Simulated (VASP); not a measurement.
# BP (F-43m) in VASP: notebook, part 2 of 2

VASP 6.6.1. The steps go on from the part before.

### 3 Single point, r2SCAN

This run uses another cell than the first one: it holds 4 atoms, not 2.

The input, POSCAR:

```
BP
1.0
    0.0000000000     -2.2682668141     -2.2682668141
    0.0000000000      2.2682668141     -2.2682668141
    4.5365336282      0.0000000000      0.0000000000
B P
2 2
Direct
    0.5000000000      0.5000000000      0.5000000000
    0.0000000000      0.0000000000      0.0000000000
    0.0000000000      0.5000000000      0.2500000000
    0.5000000000      0.0000000000      0.7500000000
```

The input, INCAR.step1:

```
ALGO = Normal ; EDIFF = 1E-5
ENCUT = 550 ; GGA = PE
GGA_COMPAT = False ; ISMEAR = 0
LASPH = True ; LCHARG = False
LREAL = False ; LWAVE = True
NBANDS = 16 ; NELM = 120
PREC = Accurate ; SIGMA = 0.05
```

The input, INCAR.step2:

```
ALGO = Normal ; EDIFF = 1E-6
ENCUT = 550 ; GGA_COMPAT = False
ISIF = 2 ; ISMEAR = 0
ISTART = 1 ; LASPH = True
LCHARG = True ; LELF = True
LMIXTAU = True ; LREAL = False
LVHAR = True ; LWAVE = False
METAGGA = R2SCAN ; NBANDS = 16
NELM = 120 ; PREC = Accurate
SIGMA = 0.05
```

The input, KPOINTS:

```
k-points
0
Gamma
  8 8 6
```

Potentials or basis: VASP PAW PBE potentials, release 64 (B, P).

Launch:

```console
$ cat potpaw_PBE.64/B/POTCAR potpaw_PBE.64/P/POTCAR > POTCAR
$ cp INCAR.step1 INCAR
$ mpirun -np 1 vasp_std > vasp.out
$ cp INCAR.step2 INCAR
$ mpirun -np 1 vasp_std > vasp.out
```

OUTCAR:

```text
EDIFF = 1E-6
   ENCUT = 550
   ISIF = 2
   ISMEAR = 0
   ISTART = 1
   LASPH = True
   LREAL = False
   METAGGA = R2SCAN
   NELM = 120
   PREC = Accurate

 ion  position               nearest neighbor table
   1  0.500  0.500  0.500-   3 1.96   4 1.96   4 1.96   3 1.96
   2  0.000  0.000  0.000-   3 1.96   4 1.96   3 1.96   4 1.96
   3  0.000  0.500  0.250-   1 1.96   2 1.96   2 1.96   1 1.96
   4  0.500  0.000  0.750-   1 1.96   2 1.96   1 1.96   2 1.96

  LATTYP: Found a simple tetragonal cell.
 ALAT       =     3.2078136916
 C/A-ratio  =     1.4142135624

  Lattice vectors:

 A1 = (   0.0000000000,  -2.2682668141,  -2.2682668141)
 A2 = (   0.0000000000,   2.2682668141,  -2.2682668141)
 A3 = (   4.5365336282,   0.0000000000,   0.0000000000)

Analysis of symmetry for initial positions (statically):
=====================================================================
 Subroutine PRICEL returns following result:

  LATTYP: Found a face centered cubic cell.
 ALAT       =     4.5365336282

  Lattice vectors:

 A1 = (  -2.2682668141,   0.0000000000,   2.2682668141)
 A2 = (  -2.2682668141,  -2.2682668141,   0.0000000000)
 A3 = (   0.0000000000,  -2.2682668141,   2.2682668141)

   2 primitive cells build up your supercell.

 Routine SETGRP: Setting up the symmetry group for a
 simple tetragonal supercell.

 Subroutine GETGRP returns: Found  8 space group operations
 (whereof  8 operations were pure point group operations)
 out of a pool of 16 trial point group operations.

The static configuration has the point symmetry D_2d.

Analysis of symmetry for dynamics (positions and initial velocities):
=====================================================================
 Subroutine PRICEL returns following result:

  LATTYP: Found a face centered cubic cell.
 ALAT       =     4.5365336282

  Lattice vectors:

 A1 = (  -2.2682668141,   0.0000000000,   2.2682668141)
 A2 = (  -2.2682668141,  -2.2682668141,   0.0000000000)
 A3 = (   0.0000000000,  -2.2682668141,   2.2682668141)

   2 primitive cells build up your supercell.

 Routine SETGRP: Setting up the symmetry group for a
 simple tetragonal supercell.

 Subroutine GETGRP returns: Found  8 space group operations
 (whereof  8 operations were pure point group operations)
 out of a pool of 16 trial point group operations.

The dynamic configuration has the point symmetry D_2d.

 Subroutine INISYM returns: Found  8 space group operations
 (whereof  8 operations are pure point group operations),
 and found     2 'primitive' translations

----------------------------------------------------------------------------------------

                                     Primitive cell

  volume of cell :      23.3406

  direct lattice vectors                    reciprocal lattice vectors
    -2.268266814  0.000000000  2.268266814    -0.220432621  0.220432621  0.220432621
    -2.268266814 -2.268266814  0.000000000    -0.220432621 -0.220432621 -0.220432621
     0.000000000 -2.268266814  2.268266814     0.220432621 -0.220432621  0.220432621

[... 34 lines left out ...]
 ===========================================

 Found     60 irreducible k-points:

 Following reciprocal coordinates:
            Coordinates               Weight
  0.000000  0.000000  0.000000      1.000000
  0.125000  0.000000  0.000000      4.000000
  0.250000  0.000000  0.000000      4.000000
  0.375000  0.000000  0.000000      4.000000
  0.500000  0.000000  0.000000      2.000000
  0.125000  0.125000  0.000000      4.000000
[... 16 lines left out ...]
  0.375000  0.125000  0.166667     16.000000
  0.500000  0.125000  0.166667      8.000000
 [... further k-points ...]
   k-points           NKPTS =     60   k-points in BZ     NKDIM =     60   number of bands    NBANDS=     16
   number of dos      NEDOS =    301   number of ions     NIONS =      4
   total plane-waves  NPLWV =  28224
   dimension x,y,z NGX =    28 NGY =   28 NGZ =   36
   dimension x,y,z NGXF=    56 NGYF=   56 NGZF=   72
   ions per type =               2   2
   NGX,Y,Z   is equivalent  to a cutoff of  14.51, 14.51, 13.19 a.u.
   NGXF,Y,Z  is equivalent  to a cutoff of  29.02, 29.02, 26.39 a.u.
 SYSTEM =  unknown system
   PREC   = accura    normal or accurate (medium, high low for compatibility)
   ISTART =      1    job   : 0-new  1-cont  2-samecut
   ICHARG =      0    charge: 1-file 2-atom 10-const
   ISPIN  =      1    spin polarized calculation?
   LNONCOLLINEAR =      F non collinear calculations
   LSORBIT =      F    spin-orbit coupling
   LASPH  =      T    aspherical Exc in radial PAW
   ENCUT  =  550.0 eV  40.42 Ry    6.36 a.u.   6.13  6.13  8.67*2*pi/ulx,y,z
   NELM   =    120;   NELMIN=  2; NELMDL=  0     # of ELM steps
   EDIFF  = 0.1E-05   stopping-criterion for ELM
   LREAL  =      F    real-space projection
   EDIFFG = 0.1E-04   stopping-criterion for IOM
   NSW    =      0    number of steps for IOM
   IBRION =     -1    ionic relax: 0-MD 1-quasi-New 2-CG
   NFREE  =      0    steps in history (QN), initial steepest desc. (CG)
   ISIF   =      2    stress and relaxation
   ISYM   =      2    0-nonsym 1-usesym 2-fastsym
   POTIM  = 0.5000    time-step for ionic-motion
   TEBEG  =    0.0;   TEEND  =   0.0 temperature during run
   PSTRESS=    0.0 pullay stress
   NELECT =      16.0000    total number of electrons
   NUPDOWN=      -1.0000    fix difference up-down
   EMIN   =  10.00;   EMAX   =-10.00  energy-range for DOS
   EFERMI =   0.00;   METHOD = LEGACY
   ISMEAR =     0;   SIGMA  =   0.05  broadening in eV -4-tet -1-fermi 0-gaus
   EFERMI_NEDOS =   21; number of points for ismear=-14 and -15
   IALGO  =     38    algorithm
   IMIX   =      4    mixing-type and parameters
     AMIX     =   0.40;   BMIX     =  1.00
     AMIX_MAG =   1.60;   BMIX_MAG =  1.00
  volume/ion in A,a.u.               =      11.67        78.76
  Fermi-wavevector in a.u.,A,eV,Ry     =   1.145691  2.165041 17.859102  1.312607
  Thomas-Fermi vector in A             =   2.282378
   LORBIT       =      0    0 simple, 1 ext, 2 COOP (PROOUT), +10 PAW based schemes
   METAGGA = R2SCAN    functional components
   LHFCALC =     F    Hartree Fock is set to
   AEXX    =    0.0000 exact exchange contribution
   IVDW    =     0    specifies the selected vdW correction
   LEPSILON=     F    determine dielectric tensor
   LRPA    =     F    only Hartree local field effects (RPA)
 non-spin polarized calculation
 Gauss-broadening in eV      SIGMA  =   0.05
  energy-cutoff  :      550.00
  volume of cell :       46.68
 maximum number of plane-waves:      1400
 NGX is ok and might be reduce to    28

 number of electron      16.0000000 magnetization

 Free energy of the ion-electron system (eV)
  ---------------------------------------------------
  ext. energy  EPLUGINS =         0.00000000
  ---------------------------------------------------
  free energy    TOTEN  =       -34.62380418 eV

  energy without entropy =      -34.62380418  energy(sigma->0) =      -34.62380418

 E-fermi :   7.6384     XC(G=0): -11.5051

 val. band max:        7.4003593440   @ k =   0.0000   0.0000   0.0000
 cond. band min:       8.8419346041   @ k =   0.0000   0.0000   0.1667
 fundamental gap:      1.4415752601
 Fermi energy:         7.6383599328

 k-point     1 :       0.0000    0.0000    0.0000
  band No.  band energies     occupation
      1      -8.8676      2.00000
      2      -3.7022      2.00000
      3      -1.7318      2.00000
      4       3.0522      2.00000
      5       3.0522      2.00000
      6       7.4002      2.00000
[... 433 lines left out ...]
      3      -0.4032      2.00000
      4      -0.4032      2.00000
      5       3.0592      2.00000
      6       3.0592      2.00000
[... 8 lines left out ...]
     15      15.9920      0.00000
     16      15.9920      0.00000

 [... further k-points ...]

------------------------ aborting loop because EDIFF is reached ----------------------------------------

  FORCE on cell =-STRESS in cart. coord.  units (eV):
  Direction    XX          YY          ZZ          XY          YZ          ZX
  --------------------------------------------------------------------------------------
  -------------------------------------------------------------------------------------
  Total       -0.1569197     -0.1434539     -0.1434539     -0.0000000      0.0000000      0.0000000
  in kB       -5.3857442     -4.9235762     -4.9235762     -0.0000000      0.0000000      0.0000000
  external PRESSURE =      -5.0776322 kB  Pullay stress =       0.0000000 kB

 VOLUME and BASIS-vectors are now :
 -----------------------------------------------------------------------------
  energy-cutoff  :      550.00
  volume of cell :       46.68
      direct lattice vectors                 reciprocal lattice vectors
     0.000000000 -2.268266814 -2.268266814     0.000000000 -0.220432621 -0.220432621
     0.000000000  2.268266814 -2.268266814     0.000000000  0.220432621 -0.220432621
     4.536533628  0.000000000  0.000000000     0.220432621  0.000000000  0.000000000

 POSITION                                       TOTAL-FORCE (eV/Angst)
 -----------------------------------------------------------------------------------
      2.26827      0.00000     -2.26827         0.000000      0.000000      0.000000
      0.00000      0.00000      0.00000         0.000000     -0.000000     -0.000000
      1.13413      1.13413     -1.13413        -0.000000      0.000000      0.000000
      3.40240     -1.13413     -1.13413         0.000000      0.000000      0.000000
 -----------------------------------------------------------------------------------
    total drift:                               -0.000000      0.000000     -0.000000

  FREE ENERGIE OF THE ION-ELECTRON SYSTEM (eV)
  ---------------------------------------------------
  free  energy   TOTEN  =       -34.6238041775 eV

  energy  without entropy=      -34.6238041775  energy(sigma->0) =      -34.62380418
```

Run time: 4.3 min. Hardware: 1 thread of Intel Xeon 8259CL, shared host; peak memory 0.19 GiB.

What came out:

```
Free energy            : -34.6238 eV
Pressure               : -0.5 GPa
Band gap on the k mesh : 1.44 eV
```

Levels at points of the mesh, in eV from the valence-band top:
```csv
k point,band 5,band 6,band 7,band 8,band 9,band 10,band 11,band 12
"(0.00, 0.00, 0.00)",-4.35,0.00,0.00,0.00,1.54,1.91,3.64,3.64
"(0.50, 0.00, 0.00)",-5.50,-5.50,-2.05,-2.05,4.20,4.20,6.82,6.82
"(0.50, 0.50, 0.00)",-4.35,-4.35,-4.35,-4.35,1.54,1.54,1.91,1.91
"(0.00, 0.00, 0.50)",-2.89,-2.89,-2.89,-2.89,2.04,2.04,5.34,5.34
"(0.50, 0.00, 0.50)",-1.87,-1.87,-1.87,-1.87,4.14,4.14,5.03,5.03
"(0.50, 0.50, 0.50)",-5.93,-5.93,-5.73,-5.73,5.78,5.78,7.20,7.20
```

Caveat: the PAW data sets were made with another functional, which shifts forces and pressure a little. A k mesh can miss the band edges.

### 4 Single point, r2SCAN

This run uses another cell than the first one: it holds 16 atoms, not 2.

The input, POSCAR:

```
BP
1.0
   -4.5365336282      4.5365336282      0.0000000000
   -4.5365336282      0.0000000000      4.5365336282
    0.0000000000      4.5365336282      4.5365336282
B P
8 8
Direct
    0.5000000000      0.5000000000      0.0000000000
    0.0000000000      0.5000000000      0.0000000000
    0.5000000000      0.0000000000      0.0000000000
    0.5000000000      0.5000000000      0.5000000000
    0.0000000000      0.0000000000      0.0000000000
    0.0000000000      0.5000000000      0.5000000000
    0.5000000000      0.0000000000      0.5000000000
    0.0000000000      0.0000000000      0.5000000000
    0.6250000000      0.6250000000      0.1250000000
    0.1250000000      0.6250000000      0.1250000000
    0.6250000000      0.1250000000      0.1250000000
    0.6250000000      0.6250000000      0.6250000000
    0.1250000000      0.1250000000      0.1250000000
    0.1250000000      0.6250000000      0.6250000000
    0.6250000000      0.1250000000      0.6250000000
    0.1250000000      0.1250000000      0.6250000000
```

The input, INCAR.step1:

```
PREC     = Accurate       # precision mode
ENCUT    = 550            # plane-wave cutoff, eV
ISMEAR   = 0              # smearing method
SIGMA    = 0.05           # smearing width, eV
LREAL    = False          # projectors in reciprocal space
LASPH    = True           # aspherical terms in the spheres
NELM     = 120            # most SCF steps
NBANDS   = 46             # bands
GGA      = PE             # functional
ALGO     = Normal         # electronic algorithm
EDIFF    = 1E-5           # SCF threshold, eV
LWAVE    = True           # write WAVECAR
LCHARG   = False          # write CHGCAR
GGA_COMPAT= False
```

The input, INCAR.step2:

```
PREC     = Accurate       # precision mode
ENCUT    = 550            # plane-wave cutoff, eV
EDIFF    = 1E-6           # SCF threshold, eV
ISMEAR   = 0              # smearing method
SIGMA    = 0.05           # smearing width, eV
LREAL    = False          # projectors in reciprocal space
LASPH    = True           # aspherical terms in the spheres
NELM     = 120            # most SCF steps
ALGO     = Normal         # electronic algorithm
ISIF     = 2              # what is computed and relaxed
LWAVE    = False          # write WAVECAR
LCHARG   = True           # write CHGCAR
METAGGA  = R2SCAN         # meta-GGA
LMIXTAU  = True         
LELF     = True           # ELF
LVHAR    = True         
NBANDS   = 46             # bands
ISTART   = 1            
GGA_COMPAT= False
```

The input, KPOINTS:

```
regular mesh
0
Gamma
  6 6 6
```

Launch:

```console
$ cat potpaw_PBE.64/B/POTCAR potpaw_PBE.64/P/POTCAR > POTCAR
$ cp INCAR.step1 INCAR
$ mpirun -np 1 vasp_std > vasp.out
$ cp INCAR.step2 INCAR
$ mpirun -np 1 vasp_std > vasp.out
```

Run time: 23 min. Hardware: 1 thread of Intel Xeon 8259CL, shared host; peak memory 0.44 GiB.

It converged, with:

```yaml
Free_energy: -138.5010 eV
Pressure: -0.5 GPa
Band_gap_on_the_k_mesh: 1.44 eV
```

Levels at points of the mesh, in eV from the valence-band top:
| k point | band 29 | band 30 | band 31 | band 32 | band 33 | band 34 | band 35 | band 36 |
| --- | --- | --- | --- | --- | --- | --- | --- | --- |
| (0.00, 0.00, 0.00) | -1.87 | 0.00 | 0.00 | 0.00 | 1.54 | 1.54 | 1.54 | 1.91 |
| (0.50, 0.00, 0.00) | -1.18 | -1.18 | -1.18 | -1.18 | 2.80 | 2.80 | 2.80 | 2.80 |
| (0.50, 0.50, 0.00) | -2.05 | -2.05 | -2.05 | -2.05 | 2.04 | 2.04 | 4.20 | 4.20 |

Caveat: the PAW data sets were made with another functional, which shifts forces and pressure a little.

### 5 Summary

| cell | k mesh | smearing | gap on the mesh (eV) | pressure (GPa) |
| --- | --- | --- | --- | --- |
| a = 3.209 Å, angles 60.0°, 2 atoms, atomic positions A | 6 × 6 × 6 | gaussian 0.1 eV | 1.54 | -0.6 |
| a = 3.208, b = 3.208, c = 4.537 Å, 4 atoms, atomic positions B | 8 × 8 × 6 | gaussian 0.05 eV | 1.44 | -0.5 |
| a = 6.416 Å, angles 60.0°, 16 atoms, atomic positions C | 6 × 6 × 6 | gaussian 0.05 eV | 1.44 | -0.5 |

Alike in all rows: task single point; level r2SCAN; potentials or basis VASP PAW PBE potentials, release 64 (B, P); no spin polarisation; cutoff (eV) 550.

Caveats: the PAW data sets were made with another functional, which shifts forces and pressure a little.

Total energies depend on the potentials used, so only differences within one code and one set of settings carry meaning.
